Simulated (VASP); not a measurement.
# NaCl (Fm-3m) in VASP: a series of runs

NaCl is run at these levels: PBE, LDA; tasks: single point.

All numbers are computed with VASP 6.6.1; they aren't measurements. Logs are shortened: lines on timing, memory, paths and dates and some standing lists are left out, and cuts for length are marked.

## 1. The cell of the first run

Symmetry: Fm-3m, No. 225, cubic system. Conventional cell: a = 5.605 Å, b = 5.605 Å, c = 5.605 Å, α = 90.00°, β = 90.00°, γ = 90.00°. Na (site symmetry m-3m) has 6 Cl at 2.80 Å within 3.7 Å. Cl (site symmetry m-3m) has 6 Na at 2.80 Å within 3.7 Å.

## 2. Single point, PBE

INCAR reads:

```
PREC = Accurate
ENCUT = 520
EDIFF = 1E-6
ISMEAR = -1
SIGMA = 0.02
LREAL = F
LASPH = T
NELM = 60
ALGO = Normal
ISIF = 2
LWAVE = F
LCHARG = T
GGA = PE
LELF = T
LVHAR = T
NBANDS = 14
```

KPOINTS reads:

```
regular mesh
0
Gamma
  8 8 8
```

POSCAR reads:

```
NaCl
1.0
    0.0000000000      2.8026988303      2.8026988303
    2.8026988303      0.0000000000      2.8026988303
    2.8026988303      2.8026988303      0.0000000000
Na Cl
1 1
Direct
    0.0000000000      0.0000000000      0.0000000000
    0.5000000000      0.5000000000      0.5000000000
```

Potentials or basis: VASP PAW PBE potentials, release 64 (Na_pv, Cl).

Launch:

```bash
cat potpaw_PBE.64/Na_pv/POTCAR potpaw_PBE.64/Cl/POTCAR > POTCAR
mpirun -np 1 vasp_std > vasp.out
```

OUTCAR:

```text
PREC = Accurate
   ENCUT = 520
   EDIFF = 1E-6
   ISMEAR = -1
   LREAL = F
   LASPH = T
   NELM = 60
   ISIF = 2
   GGA = PE

 ion  position               nearest neighbor table
   1  0.000  0.000  0.000-
   2  0.500  0.500  0.500-

  LATTYP: Found a face centered cubic cell.
 ALAT       =     5.6053976606

  Lattice vectors:

 A1 = (   0.0000000000,   2.8026988303,   2.8026988303)
 A2 = (   2.8026988303,   0.0000000000,   2.8026988303)
 A3 = (   2.8026988303,   2.8026988303,   0.0000000000)

Analysis of symmetry for initial positions (statically):
=====================================================================
 Subroutine PRICEL returns:
 Original cell was already a primitive cell.

 Routine SETGRP: Setting up the symmetry group for a
 face centered cubic supercell.

 Subroutine GETGRP returns: Found 48 space group operations
 (whereof 48 operations were pure point group operations)
 out of a pool of 48 trial point group operations.

The static configuration has the point symmetry O_h .

Analysis of symmetry for dynamics (positions and initial velocities):
=====================================================================
 Subroutine PRICEL returns:
 Original cell was already a primitive cell.

 Routine SETGRP: Setting up the symmetry group for a
 face centered cubic supercell.

 Subroutine GETGRP returns: Found 48 space group operations
 (whereof 48 operations were pure point group operations)
 out of a pool of 48 trial point group operations.

The dynamic configuration has the point symmetry O_h .

 Subroutine INISYM returns: Found 48 space group operations
 (whereof 48 operations are pure point group operations),
 and found     1 'primitive' translations

----------------------------------------------------------------------------------------

                                     Primitive cell

  volume of cell :      44.0311

  direct lattice vectors                    reciprocal lattice vectors
     0.000000000  2.802698830  2.802698830    -0.178399475  0.178399475  0.178399475
     2.802698830  0.000000000  2.802698830     0.178399475 -0.178399475  0.178399475
     2.802698830  2.802698830  0.000000000     0.178399475  0.178399475 -0.178399475

  length of vectors
     3.963614697  3.963614697  3.963614697     0.308996955  0.308996955  0.308996955

  position of ions in fractional coordinates (direct lattice)
     0.000000000  0.000000000  0.000000000
     0.500000000  0.500000000  0.500000000

  ion indices of the primitive-cell ions
   primitive index   ion index
                 1           1
                 2           2

----------------------------------------------------------------------------------------

 KPOINTS: regular mesh

Automatic generation of k-mesh.
 Grid dimensions read from file:
 generate k-points for:    8    8    8

 Generating k-lattice:

  Cartesian coordinates                     Fractional coordinates (reciprocal lattice)
    -0.022299934  0.022299934  0.022299934     0.125000000  0.000000000  0.000000000
     0.022299934 -0.022299934  0.022299934     0.000000000  0.125000000  0.000000000
     0.022299934  0.022299934 -0.022299934     0.000000000  0.000000000  0.125000000

  Length of vectors
     0.038624619  0.038624619  0.038624619

  Shift w.r.t. Gamma in fractional coordinates (k-lattice)
     0.000000000  0.000000000  0.000000000

 Subroutine IBZKPT returns following result:
 ===========================================

 Found     29 irreducible k-points:

 Following reciprocal coordinates:
            Coordinates               Weight
  0.000000  0.000000  0.000000      1.000000
  0.125000  0.000000  0.000000      8.000000
  0.250000  0.000000  0.000000      8.000000
  0.375000  0.000000  0.000000      8.000000
  0.500000  0.000000  0.000000      4.000000
  0.125000  0.125000  0.000000      6.000000
[... 16 lines left out ...]
  0.500000  0.250000  0.125000     48.000000
 -0.375000  0.250000  0.125000     24.000000
 [... further k-points ...]
   k-points           NKPTS =     29   k-points in BZ     NKDIM =     29   number of bands    NBANDS=     14
   number of dos      NEDOS =    301   number of ions     NIONS =      2
   total plane-waves  NPLWV =  27000
   dimension x,y,z NGX =    30 NGY =   30 NGZ =   30
   dimension x,y,z NGXF=    60 NGYF=   60 NGZF=   60
   ions per type =               1   1
   NGX,Y,Z   is equivalent  to a cutoff of  12.58, 12.58, 12.58 a.u.
   NGXF,Y,Z  is equivalent  to a cutoff of  25.17, 25.17, 25.17 a.u.
 SYSTEM =  unknown system
   PREC   = accura    normal or accurate (medium, high low for compatibility)
   ISTART =      0    job   : 0-new  1-cont  2-samecut
   ICHARG =      2    charge: 1-file 2-atom 10-const
   ISPIN  =      1    spin polarized calculation?
   LNONCOLLINEAR =      F non collinear calculations
   LSORBIT =      F    spin-orbit coupling
   LASPH  =      T    aspherical Exc in radial PAW
   ENCUT  =  520.0 eV  38.22 Ry    6.18 a.u.   7.37  7.37  7.37*2*pi/ulx,y,z
   NELM   =     60;   NELMIN=  2; NELMDL= -5     # of ELM steps
   EDIFF  = 0.1E-05   stopping-criterion for ELM
   LREAL  =      F    real-space projection
[... 7 lines left out ...]
   TEBEG  =    0.0;   TEEND  =   0.0 temperature during run
   PSTRESS=    0.0 pullay stress
   NELECT =      14.0000    total number of electrons
   NUPDOWN=      -1.0000    fix difference up-down
   EMIN   =  10.00;   EMAX   =-10.00  energy-range for DOS
   EFERMI =   0.00;   METHOD = LEGACY
   ISMEAR =    -1;   SIGMA  =   0.02  broadening in eV -4-tet -1-fermi 0-gaus
   EFERMI_NEDOS =   21; number of points for ismear=-14 and -15
   IALGO  =     38    algorithm
   IMIX   =      4    mixing-type and parameters
     AMIX     =   0.40;   BMIX     =  1.00
     AMIX_MAG =   1.60;   BMIX_MAG =  1.00
  volume/ion in A,a.u.               =      22.02       148.57
  Fermi-wavevector in a.u.,A,eV,Ry     =   1.117372  2.111527 16.987145  1.248520
  Thomas-Fermi vector in A             =   2.253994
   LORBIT       =      0    0 simple, 1 ext, 2 COOP (PROOUT), +10 PAW based schemes
   GGA     = PE    functional components
   LHFCALC =     F    Hartree Fock is set to
   AEXX    =    0.0000 exact exchange contribution
   IVDW    =     0    specifies the selected vdW correction
   LEPSILON=     F    determine dielectric tensor
   LRPA    =     F    only Hartree local field effects (RPA)
 non-spin polarized calculation
  energy-cutoff  :      520.00
  volume of cell :       44.03
 maximum number of plane-waves:      1243
 NGX is ok and might be reduce to    30
   NGX = 15   NGY = 15   NGZ = 15

 number of electron      14.0000003 magnetization

 Free energy of the ion-electron system (eV)
  ---------------------------------------------------
  ext. energy  EPLUGINS =         0.00000000
  ---------------------------------------------------
  free energy    TOTEN  =        -6.76942194 eV

  energy without entropy =       -6.76942194  energy(sigma->0) =       -6.76942194

 E-fermi :  -0.1502     XC(G=0):  -8.2455

 val. band max:       -0.6237682962   @ k =   0.0000   0.0000   0.0000
 cond. band min:       4.5555687788   @ k =   0.0000   0.0000   0.0000
 fundamental gap:      5.1793370750
 Fermi energy:        -0.1501687120

 k-point     1 :       0.0000    0.0000    0.0000
  band No.  band energies     occupation
      1     -21.4072      2.00000
      2     -21.4072      2.00000
      3     -21.4072      2.00000
      4     -13.3247      2.00000
      5      -0.6238      2.00000
      6      -0.6238      2.00000
      7      -0.6238      2.00000
      8       4.5556      0.00000
      9      10.5155      0.00000
     10      10.5155      0.00000
     11      10.5156      0.00000
     12      12.7004      0.00000
     13      12.7004      0.00000
     14      14.3372      0.00000

 k-point     2 :       0.1250    0.0000    0.0000
  band No.  band energies     occupation
      1     -21.4119      2.00000
      2     -21.4075      2.00000
      3     -21.4075      2.00000
      4     -13.2751      2.00000
      5      -1.0026      2.00000
      6      -0.6660      2.00000
      7      -0.6660      2.00000
      8       5.0588      0.00000
      9       9.9768      0.00000
     10      10.7125      0.00000
     11      10.7125      0.00000
     12      12.4452      0.00000
     13      12.4452      0.00000
     14      15.2730      0.00000

 k-point     3 :       0.2500    0.0000    0.0000
  band No.  band energies     occupation
      1     -21.4232      2.00000
      2     -21.4083      2.00000
      3     -21.4083      2.00000
      4     -13.1520      2.00000
      5      -1.7509      2.00000
      6      -0.7648      2.00000
      7      -0.7648      2.00000
      8       6.0363      0.00000
      9       9.4362      0.00000
     10      10.8126      0.00000
     11      10.8126      0.00000
     12      12.6675      0.00000
     13      12.6675      0.00000
     14      15.1411      0.00000
[... 324 lines left out ...]
 k-point    23 :       0.5000    0.2500    0.1250
  band No.  band energies     occupation
      1     -21.4303      2.00000
      2     -21.4154      2.00000
      3     -21.4110      2.00000
      4     -12.9760      2.00000
      5      -2.2019      2.00000
      6      -1.3297      2.00000
      7      -0.9944      2.00000
      8       7.6141      0.00000
      9       9.0108      0.00000
     10       9.3753      0.00000
     11      11.3631      0.00000
     12      13.1851      0.00000
     13      15.5902      0.00000
     14      15.9964      0.00000

 k-point    24 :      -0.3750    0.2500    0.1250
  band No.  band energies     occupation
      1     -21.4327      2.00000
      2     -21.4159      2.00000
      3     -21.4118      2.00000
      4     -12.9355      2.00000
      5      -2.3221      2.00000
      6      -1.4098      2.00000
      7      -1.0490      2.00000
      8       7.7542      0.00000
      9       8.9980      0.00000
     10       9.7146      0.00000
     11      11.1776      0.00000
     12      13.8234      0.00000
     13      15.1108      0.00000
     14      16.1234      0.00000

 [... further k-points ...]

------------------------ aborting loop because EDIFF is reached ----------------------------------------

  FORCE on cell =-STRESS in cart. coord.  units (eV):
  Direction    XX          YY          ZZ          XY          YZ          ZX
  --------------------------------------------------------------------------------------
  -------------------------------------------------------------------------------------
  Total        0.3417842      0.3417842      0.3417842     -0.0000000     -0.0000000      0.0000000
  in kB       12.4366472     12.4366472     12.4366472     -0.0000000     -0.0000000      0.0000000
  external PRESSURE =      12.4366472 kB  Pullay stress =       0.0000000 kB

 VOLUME and BASIS-vectors are now :
 -----------------------------------------------------------------------------
  energy-cutoff  :      520.00
  volume of cell :       44.03
      direct lattice vectors                 reciprocal lattice vectors
     0.000000000  2.802698830  2.802698830    -0.178399475  0.178399475  0.178399475
     2.802698830  0.000000000  2.802698830     0.178399475 -0.178399475  0.178399475
     2.802698830  2.802698830  0.000000000     0.178399475  0.178399475 -0.178399475

 POSITION                                       TOTAL-FORCE (eV/Angst)
 -----------------------------------------------------------------------------------
      0.00000      0.00000      0.00000         0.000000      0.000000      0.000000
      2.80270      2.80270      2.80270        -0.000000     -0.000000      0.000000
 -----------------------------------------------------------------------------------
    total drift:                               -0.000000      0.000000      0.000000

  FREE ENERGIE OF THE ION-ELECTRON SYSTEM (eV)
  ---------------------------------------------------
  free  energy   TOTEN  =        -6.7694219373 eV

  energy  without entropy=       -6.7694219373  energy(sigma->0) =       -6.76942194
```

Wall time 27 s (1 thread of AMD EPYC 7R13, shared host); peak memory 0.13 GiB.

What came out:

```yaml
Free_energy: -6.7694 eV
Pressure: 1.2 GPa
Band_gap_on_the_k_mesh: 5.18 eV
```

Levels at points of the mesh, in eV from the valence-band top:
```tsv
k point	band 4	band 5	band 6	band 7	band 8	band 9	band 10	band 11
(0.00, 0.00, 0.00)	-12.70	0.00	0.00	0.00	5.18	11.14	11.14	11.14
(0.50, 0.00, 0.00)	-12.34	-1.98	-0.27	-0.27	7.31	10.78	11.02	11.02
(0.50, 0.50, 0.00)	-12.30	-1.71	-0.61	-0.61	7.59	8.06	11.45	14.94
```

## 3. Single point, LDA

INCAR reads:

```
PREC     = Accurate       # precision mode
ENCUT    = 520            # plane-wave cutoff, eV
EDIFF    = 1E-7           # SCF threshold, eV
ISMEAR   = 0              # smearing method
SIGMA    = 0.01           # smearing width, eV
LREAL    = False          # projectors in reciprocal space
LASPH    = True           # aspherical terms in the spheres
NELM     = 80             # most SCF steps
ALGO     = Normal         # electronic algorithm
ISIF     = 2              # what is computed and relaxed
LWAVE    = False          # write WAVECAR
LCHARG   = False          # write CHGCAR
NBANDS   = 14             # bands
```

KPOINTS is that of step 2.

POSCAR is that of step 2.

Potentials or basis: VASP PAW LDA potentials, release 64 (Na_pv, Cl).

Launch:

```bash
cat potpaw_LDA.64/Na_pv/POTCAR potpaw_LDA.64/Cl/POTCAR > POTCAR
mpirun -np 1 vasp_std > vasp.out
```

It took 28 s on 1 thread of AMD EPYC 7R13, shared host; peak memory 0.12 GiB.

Results (log left out):

- Free energy: -7.3676 eV
- Pressure: -2.1 GPa
- Band gap on the k mesh: 4.77 eV

Levels at points of the mesh, in eV from the valence-band top:
```
           k point  band 3  band 4  band 5  band 6  band 7  band 8  band 9  band 10  band 11  band 12
(0.00, 0.00, 0.00)  -20.74  -12.63    0.00    0.00    0.00    4.77   10.86    10.86    10.86    13.12
(0.50, 0.00, 0.00)  -20.75  -12.25   -2.08   -0.29   -0.29    6.92   10.41    10.72    10.72    14.66
(0.50, 0.50, 0.00)  -20.75  -12.20   -1.79   -0.64   -0.64    7.22    7.72    11.06    14.49    14.49
```
